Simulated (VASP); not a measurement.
# Be in VASP: further runs

Be is run at these levels: PBE; tasks: single point.

Everything below comes from runs of VASP 6.6.1. Logs are shortened: lines on timing, memory, paths and dates and some standing lists are left out, and cuts for length are marked.

## Step 1: The cell of the first run

It takes space group I4/mmm (No. 139, tetragonal). The conventional cell has a = 2.456 Å, b = 2.456 Å, c = 2.506 Å, α = 90.00°, β = 90.00°, γ = 90.00°. Be (site symmetry 4/mmm) has 14 Be at 2.14 to 2.51 Å within 2.8 Å.

## Step 2: Single point, PBE (equal xx and yy strain of -2 %)

INCAR reads:

```
SYSTEM = Be
PREC = Accurate
ENCUT = 520
EDIFF = 1E-6
ISMEAR = -1
SIGMA = 0.03
LREAL = .FALSE.
LASPH = .TRUE.
NELM = 100
ALGO = Normal
ISIF = 2
LWAVE = .FALSE.
LCHARG = .TRUE.
GGA = PE
LELF = .TRUE.
LVHAR = .TRUE.
NBANDS = 7
```

KPOINTS reads:

```
Automatic mesh
0
G
  23 23 23
  0 0 0
```

POSCAR reads:

```
Be
1.0
   -1.2280585323      1.2280585323      1.2531209513
    1.2280585323     -1.2280585323      1.2531209513
    1.2280585323      1.2280585323     -1.2531209513
Be
1
Direct
    0.0000000000      0.0000000000      0.0000000000
```

Potentials or basis: VASP PAW PBE potentials, release 64 (Be).

The run is started by

```
$ cat potpaw_PBE.64/Be/POTCAR > POTCAR
$ mpirun -np 1 vasp_std > vasp.out
```

OUTCAR:

```text
SYSTEM = Be
   PREC = Accurate
   ENCUT = 520
   EDIFF = 1E-6
   ISMEAR = -1
   LREAL = .FALSE.
   LASPH = .TRUE.
   NELM = 100
   ISIF = 2
   GGA = PE

 ion  position               nearest neighbor table
   1  0.000  0.000  0.000-

  LATTYP: Found a body centered tetragonal cell.
 ALAT       =     2.4561170646
 C/A-ratio  =     1.0204081632

  Lattice vectors:

 A1 = (  -1.2280585323,   1.2280585323,   1.2531209513)
 A2 = (   1.2280585323,  -1.2280585323,   1.2531209513)
 A3 = (   1.2280585323,   1.2280585323,  -1.2531209513)

Analysis of symmetry for initial positions (statically):
=====================================================================
 Subroutine PRICEL returns:
 Original cell was already a primitive cell.

 Routine SETGRP: Setting up the symmetry group for a
 body centered tetragonal supercell.

 Subroutine GETGRP returns: Found 16 space group operations
 (whereof 16 operations were pure point group operations)
 out of a pool of 16 trial point group operations.

The static configuration has the point symmetry D_4h.

Analysis of symmetry for dynamics (positions and initial velocities):
=====================================================================
 Subroutine PRICEL returns:
 Original cell was already a primitive cell.

 Routine SETGRP: Setting up the symmetry group for a
 body centered tetragonal supercell.

 Subroutine GETGRP returns: Found 16 space group operations
 (whereof 16 operations were pure point group operations)
 out of a pool of 16 trial point group operations.

The dynamic configuration has the point symmetry D_4h.

 Subroutine INISYM returns: Found 16 space group operations
 (whereof 16 operations are pure point group operations),
 and found     1 'primitive' translations

----------------------------------------------------------------------------------------

                                     Primitive cell

  volume of cell :       7.5595

  direct lattice vectors                    reciprocal lattice vectors
    -1.228058532  1.228058532  1.253120951     0.000000000  0.407146717  0.399003783
     1.228058532 -1.228058532  1.253120951     0.407146717  0.000000000  0.399003783
     1.228058532  1.228058532 -1.253120951     0.407146717  0.407146717  0.000000000

  length of vectors
     2.141627334  2.141627334  2.141627334     0.570063565  0.570063565  0.575792409

  position of ions in fractional coordinates (direct lattice)
     0.000000000  0.000000000  0.000000000

  ion indices of the primitive-cell ions
   primitive index   ion index
                 1           1

----------------------------------------------------------------------------------------

 KPOINTS: Automatic mesh

Automatic generation of k-mesh.
 Grid dimensions read from file:
 generate k-points for:   23   23   23

 Generating k-lattice:

  Cartesian coordinates                     Fractional coordinates (reciprocal lattice)
     0.000000000  0.017702031  0.017347991     0.043478261  0.000000000 -0.000000000
     0.017702031  0.000000000  0.017347991     0.000000000  0.043478261 -0.000000000
     0.017702031  0.017702031  0.000000000     0.000000000  0.000000000  0.043478261

  Length of vectors
     0.024785372  0.024785372  0.025034453

  Shift w.r.t. Gamma in fractional coordinates (k-lattice)
     0.000000000  0.000000000  0.000000000

 Subroutine IBZKPT returns following result:
 ===========================================

 Found    936 irreducible k-points:

 Following reciprocal coordinates:
            Coordinates               Weight
  0.000000  0.000000  0.000000      1.000000
  0.043478  0.000000 -0.000000      8.000000
  0.086957  0.000000  0.000000      8.000000
  0.130435  0.000000  0.000000      8.000000
  0.173913  0.000000 -0.000000      8.000000
  0.217391 -0.000000  0.000000      8.000000
[... 16 lines left out ...]
  0.478261  0.043478 -0.000000     16.000000
 -0.478261  0.043478  0.000000     16.000000
 [... further k-points ...]
   k-points           NKPTS =    936   k-points in BZ     NKDIM =    936   number of bands    NBANDS=      7
   number of dos      NEDOS =    301   number of ions     NIONS =      1
   total plane-waves  NPLWV =   4096
   dimension x,y,z NGX =    16 NGY =   16 NGZ =   16
   dimension x,y,z NGXF=    32 NGYF=   32 NGZF=   32
   ions per type =               1
   NGX,Y,Z   is equivalent  to a cutoff of  12.42, 12.42, 12.42 a.u.
   NGXF,Y,Z  is equivalent  to a cutoff of  24.84, 24.84, 24.84 a.u.
 SYSTEM =  Be
   PREC   = accura    normal or accurate (medium, high low for compatibility)
   ISTART =      0    job   : 0-new  1-cont  2-samecut
   ICHARG =      2    charge: 1-file 2-atom 10-const
   ISPIN  =      1    spin polarized calculation?
   LNONCOLLINEAR =      F non collinear calculations
   LSORBIT =      F    spin-orbit coupling
   LASPH  =      T    aspherical Exc in radial PAW
   ENCUT  =  520.0 eV  38.22 Ry    6.18 a.u.   3.98  3.98  3.98*2*pi/ulx,y,z
   NELM   =    100;   NELMIN=  2; NELMDL= -5     # of ELM steps
   EDIFF  = 0.1E-05   stopping-criterion for ELM
   LREAL  =      F    real-space projection
   EDIFFG = 0.1E-04   stopping-criterion for IOM
   NSW    =      0    number of steps for IOM
   IBRION =     -1    ionic relax: 0-MD 1-quasi-New 2-CG
   NFREE  =      0    steps in history (QN), initial steepest desc. (CG)
   ISIF   =      2    stress and relaxation
   ISYM   =      2    0-nonsym 1-usesym 2-fastsym
   POTIM  = 0.5000    time-step for ionic-motion
   TEBEG  =    0.0;   TEEND  =   0.0 temperature during run
   PSTRESS=    0.0 pullay stress
   NELECT =       2.0000    total number of electrons
   NUPDOWN=      -1.0000    fix difference up-down
   EMIN   =  10.00;   EMAX   =-10.00  energy-range for DOS
   EFERMI =   0.00;   METHOD = LEGACY
   ISMEAR =    -1;   SIGMA  =   0.03  broadening in eV -4-tet -1-fermi 0-gaus
   EFERMI_NEDOS =   21; number of points for ismear=-14 and -15
   IALGO  =     38    algorithm
   IMIX   =      4    mixing-type and parameters
     AMIX     =   0.40;   BMIX     =  1.00
     AMIX_MAG =   1.60;   BMIX_MAG =  1.00
  volume/ion in A,a.u.               =       7.56        51.01
  Fermi-wavevector in a.u.,A,eV,Ry     =   1.050964  1.986034 15.027976  1.104525
  Thomas-Fermi vector in A             =   2.185988
   LORBIT       =      0    0 simple, 1 ext, 2 COOP (PROOUT), +10 PAW based schemes
   GGA     = PE    functional components
   LHFCALC =     F    Hartree Fock is set to
   AEXX    =    0.0000 exact exchange contribution
   IVDW    =     0    specifies the selected vdW correction
   LEPSILON=     F    determine dielectric tensor
   LRPA    =     F    only Hartree local field effects (RPA)
 non-spin polarized calculation
  energy-cutoff  :      520.00
  volume of cell :        7.56
 maximum number of plane-waves:       220
   NGX =  7   NGY =  7   NGZ =  7

 number of electron       2.0000000 magnetization

 Free energy of the ion-electron system (eV)
  ---------------------------------------------------
  ext. energy  EPLUGINS =         0.00000000
  ---------------------------------------------------
  free energy    TOTEN  =        -3.66276367 eV

  energy without entropy =       -3.66245769  energy(sigma->0) =       -3.66261068

 E-fermi :   8.2962     XC(G=0): -10.7604

 val. band max:        8.2952526103   @ k =   0.3478   0.3043   0.0870
 cond. band min:       8.3370739710   @ k =   0.3913   0.3043  -0.0000
 fundamental gap:      0.0418213607
 Fermi energy:         8.2962130484

 k-point     1 :       0.0000    0.0000    0.0000
  band No.  band energies     occupation
      1      -4.2016      2.00000
      2      28.1628      0.00000
      3      28.3189      0.00000
      4      28.3189      0.00000
      5      39.4869      0.00000
      6      39.4869      0.00000
      7      40.4051      0.00000

 k-point     2 :       0.0435    0.0000   -0.0000
  band No.  band energies     occupation
      1      -4.1347      2.00000
      2      27.8651      0.00000
      3      28.0397      0.00000
      4      28.1835      0.00000
      5      38.6498      0.00000
      6      38.9607      0.00000
      7      40.4721      0.00000

 k-point     3 :       0.0870    0.0000    0.0000
  band No.  band energies     occupation
      1      -3.9340      2.00000
      2      26.7873      0.00000
      3      27.3154      0.00000
      4      27.9517      0.00000
      5      36.8973      0.00000
      6      37.4819      0.00000
      7      40.6090      0.00000

 k-point     4 :       0.1304    0.0000    0.0000
  band No.  band energies     occupation
      1      -3.5992      2.00000
      2      25.0263      0.00000
      3      26.3605      0.00000
      4      27.6000      0.00000
      5      35.6104      0.00000
      6      35.9436      0.00000
      7      40.0386      0.00000

 k-point     5 :       0.1739    0.0000   -0.0000
  band No.  band energies     occupation
      1      -3.1307      2.00000
      2      22.8155      0.00000
      3      25.3425      0.00000
      4      27.1451      0.00000
      5      34.5254      0.00000
      6      34.8862      0.00000
      7      39.8440      0.00000

 k-point     6 :       0.2174   -0.0000    0.0000
  band No.  band energies     occupation
      1      -2.5292      2.00000
      2      20.4094      0.00000
      3      24.3607      0.00000
      4      26.6273      0.00000
      5      33.2659      0.00000
      6      34.5617      0.00000
      7      40.0054      0.00000

 k-point     7 :       0.2609    0.0000    0.0000
  band No.  band energies     occupation
      1      -1.7977      2.00000
      2      17.9833      0.00000
      3      23.4696      0.00000
      4      26.0941      0.00000
      5      32.1783      0.00000
      6      34.5003      0.00000
      7      40.4790      0.00000

 k-point     8 :       0.3043    0.0000    0.0000
  band No.  band energies     occupation
      1      -0.9431      2.00000
      2      15.6409      0.00000
      3      22.7003      0.00000
      4      25.5896      0.00000
      5      31.2680      0.00000
      6      34.6126      0.00000
      7      41.2132      0.00000

 k-point     9 :       0.3478    0.0000   -0.0000
  band No.  band energies     occupation
      1       0.0179      2.00000
      2      13.4513      0.00000
      3      22.0706      0.00000
      4      25.1496      0.00000
      5      30.5378      0.00000
      6      34.8299      0.00000
      7      42.1491      0.00000

 k-point    10 :       0.3913    0.0000    0.0000
  band No.  band energies     occupation
      1       1.0459      2.00000
      2      11.4837      0.00000
      3      21.5914      0.00000
      4      24.7999      0.00000
      5      29.9893      0.00000
      6      35.0872      0.00000
      7      43.2047      0.00000

 k-point    11 :       0.4348    0.0000   -0.0000
  band No.  band energies     occupation
      1       2.0396      2.00000
      2       9.8560      0.00000
      3      21.2689      0.00000
      4      24.5580      0.00000
      5      29.6233      0.00000
      6      35.3160      0.00000
      7      44.2310      0.00000
[... 51 lines left out ...]
 k-point    17 :       0.2174    0.0435    0.0000
  band No.  band energies     occupation
      1      -2.1350      2.00000
      2      19.2353      0.00000
      3      23.5862      0.00000
      4      25.9701      0.00000
      5      33.2468      0.00000
      6      34.4989      0.00000
      7      40.4312      0.00000

 k-point    18 :       0.2609    0.0435    0.0000
  band No.  band energies     occupation
      1      -1.3412      2.00000
      2      16.8410      0.00000
      3      22.7750      0.00000
      4      25.3843      0.00000
      5      32.3602      0.00000
      6      34.5743      0.00000
      7      41.0262      0.00000

 k-point    19 :       0.3043    0.0435   -0.0000
  band No.  band energies     occupation
      1      -0.4302      2.00000
      2      14.5655      0.00000
      3      22.0949      0.00000
      4      24.8562      0.00000
      5      31.6179      0.00000
      6      34.7803      0.00000
      7      41.8534      0.00000

 k-point    20 :       0.3478    0.0435   -0.0000
  band No.  band energies     occupation
      1       0.5731      2.00000
      2      12.4733      0.00000
      3      21.5583      0.00000
      4      24.4177      0.00000
      5      31.0302      0.00000
      6      35.0504      0.00000
      7      42.8550      0.00000

 k-point    21 :       0.3913    0.0435    0.0000
  band No.  band energies     occupation
      1       1.6072      2.00000
      2      10.6485      0.00000
      3      21.1734      0.00000
      4      24.0900      0.00000
      5      30.6038      0.00000
      6      35.3155      0.00000
      7      43.9283      0.00000

 k-point    22 :       0.4348    0.0435   -0.0000
  band No.  band energies     occupation
      1       2.5100      2.00000
      2       9.2657      0.00000
      3      20.9448      0.00000
      4      23.8865      0.00000
      5      30.3430      0.00000
      6      35.5041      0.00000
      7      44.8322      0.00000

 k-point    23 :       0.4783    0.0435   -0.0000
  band No.  band energies     occupation
      1       2.9153      2.00000
      2       8.6979      0.00000
      3      20.8751      0.00000
      4      23.8145      0.00000
      5      30.2501      0.00000
      6      35.5585      0.00000
      7      45.0841      0.00000

 k-point    24 :      -0.4783    0.0435    0.0000
  band No.  band energies     occupation
      1       2.5243      2.00000
      2       9.2456      0.00000
      3      20.9650      0.00000
      4      23.8763      0.00000
      5      30.3258      0.00000
      6      35.4592      0.00000
      7      44.5391      0.00000

 [... further k-points ...]
[... 5 lines left out ...]
  --------------------------------------------------------------------------------------
  -------------------------------------------------------------------------------------
  Total        0.2021456      0.2021456      0.2422977      0.0000000      0.0000000      0.0000000
  in kB       42.8433870     42.8433870     51.3533507      0.0000000      0.0000000      0.0000000
  external PRESSURE =      45.6800415 kB  Pullay stress =       0.0000000 kB

 VOLUME and BASIS-vectors are now :
 -----------------------------------------------------------------------------
  energy-cutoff  :      520.00
  volume of cell :        7.56
      direct lattice vectors                 reciprocal lattice vectors
    -1.228058532  1.228058532  1.253120951     0.000000000  0.407146717  0.399003783
     1.228058532 -1.228058532  1.253120951     0.407146717  0.000000000  0.399003783
     1.228058532  1.228058532 -1.253120951     0.407146717  0.407146717  0.000000000

 POSITION                                       TOTAL-FORCE (eV/Angst)
 -----------------------------------------------------------------------------------
      0.00000      0.00000      0.00000         0.000000      0.000000      0.000000
 -----------------------------------------------------------------------------------
    total drift:                                0.000000     -0.000000      0.000000

  FREE ENERGIE OF THE ION-ELECTRON SYSTEM (eV)
  ---------------------------------------------------
  free  energy   TOTEN  =        -3.6627636714 eV

  energy  without entropy=       -3.6624576863  energy(sigma->0) =       -3.66261068
```

Wall time 12 s (1 thread of Intel Xeon 6975P-C, shared host); peak memory 0.15 GiB.

What came out:

```
Free energy            : -3.6628 eV
Pressure               : 4.6 GPa
Band gap on the k mesh : zero (band 1 reaches 11.88 eV, above the bottom of band 2 at 6.99 eV)
```

Caveat: the cell differs from its parent crystal (equal xx and yy strain of -2 %).

## Step 3: Single point, PBE (equal xx and yy strain of +1 %)

INCAR reads:

```
SYSTEM = Be
PREC     = Accurate       ! precision mode
ENCUT    = 520            ! plane-wave cutoff, eV
EDIFF    = 1E-6           ! SCF threshold, eV
ISMEAR   = -1             ! smearing method
SIGMA    = 0.03           ! smearing width, eV
LREAL    = .FALSE.        ! projectors in reciprocal space
LASPH    = .TRUE.         ! aspherical terms in the spheres
NELM     = 80             ! most SCF steps
ALGO     = Normal         ! electronic algorithm
ISIF     = 2              ! what is computed and relaxed
LWAVE    = .FALSE.        ! write WAVECAR
LCHARG   = .FALSE.        ! write CHGCAR
GGA      = PE             ! functional
NBANDS   = 7              ! bands
```

KPOINTS reads:

```
regular mesh
0
G
  23 23 23
  0 0 0
```

POSCAR reads:

```
Be
1.0
   -1.2656521608      1.2656521608      1.2531209513
    1.2656521608     -1.2656521608      1.2531209513
    1.2656521608      1.2656521608     -1.2531209513
Be
1
Direct
    0.0000000000      0.0000000000      0.0000000000
```

Potentials or basis: VASP PAW PBE potentials, release 64 (Be).

The run is started by

```
$ cat potpaw_PBE.64/Be/POTCAR > POTCAR
$ mpirun -np 1 vasp_std > vasp.out
```

Wall time 14 s (1 thread of Intel Xeon 6975P-C, shared host); peak memory 0.15 GiB.

Results (log left out):

| Quantity | Value |
| --- | --- |
| Free energy | -3.6638 eV |
| Pressure | -3.0 GPa |
| Band gap on the k mesh | zero (band 1 reaches 11.48 eV, above the bottom of band 2 at 6.50 eV) |

Stress tensor (GPa, compression positive):
```
-2.88  0.00  0.00
 0.00 -2.88  0.00
 0.00  0.00 -3.37
```

Levels at points of the mesh, in eV from the Fermi level:
```
           k point  band 1  band 2  band 3  band 4  band 5  band 6
(0.00, 0.00, 0.00)  -12.14   18.97   18.97   19.06   29.99   30.43
```

Caveat: the cell differs from its parent crystal (equal xx and yy strain of +1 %).

## Step 4: Single point, PBE (equal xy, yz and zx shear strains of -3 %)

INCAR, as its differences from that of step 3:

```diff
@@ -3,3 +3,3 @@
 ENCUT    = 520            ! plane-wave cutoff, eV
-EDIFF    = 1E-6           ! SCF threshold, eV
+EDIFF    = 1E-7           ! SCF threshold, eV
 ISMEAR   = -1             ! smearing method
```

KPOINTS is that of step 3.

POSCAR reads:

```
Be
1.0
   -1.2907145798      1.2531209513      1.2531209513
    1.2531209513     -1.2907145798      1.2531209513
    1.2531209513      1.2531209513     -1.2907145798
Be
1
Direct
    0.0000000000      0.0000000000      0.0000000000
```

The run is started by

```
$ cat potpaw_PBE.64/Be/POTCAR > POTCAR
$ mpirun -np 1 vasp_std > vasp.out
```

Wall time 26 s (1 thread of Intel Xeon 6975P-C, shared host); peak memory 0.16 GiB.

It converged, with:

* Free energy: -3.6514 eV
* Pressure: -0.1 GPa
* Band gap on the k mesh: zero (band 1 reaches 11.52 eV, above the bottom of band 2 at 6.30 eV)

Stress tensor (GPa, compression positive):
```
-0.14  6.46  6.46
 6.46 -0.14  6.46
 6.46  6.46 -0.14
```

Levels at points of the mesh, in eV from the Fermi level:
```csv
k point,band 1,band 2,band 3,band 4,band 5
"(0.00, 0.00, 0.00)",-12.25,18.81,18.81,20.27,30.27
```

Caveat: the cell differs from its parent crystal (equal xy, yz and zx shear strains of -3 %).

[end of part 1 of 2]
